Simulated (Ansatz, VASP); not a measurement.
## One calculation of ZrN, two programs

```
Zr N
1.0
     0.00000    2.29936    2.29936
     2.29936    0.00000    2.29936
     2.29936    2.29936    0.00000
Zr N
1 1
Direct
  0.00000 0.00000 0.00000
  0.50000 0.50000 0.50000
```

Change from the starting cell: volume scaled by 1.02, crystal datasets.

Alike in both runs: task electric field gradients; functional PBE; k mesh 9 × 9 × 9; occupations fermi-dirac, width 0.01 eV; no spin polarisation.

```csv
,VASP,Ansatz
version,VASP 6.6.1,Ansatz 0.2.0
potentials or method,"VASP PAW PBE potentials, release 64 (Zr_sv, N), cutoff 520 eV","all-electron PAW with datasets made for the crystal, scalar-relativistic"
```

|  | VASP | Ansatz | Ansatz less VASP |
| --- | --- | --- | --- |
| pressure (GPa) | -0.4 | -0.6 | -0.20 |

Ansatz ran all-electron here, and VASP with PAW potentials. Ansatz's warnings: printed levels off.
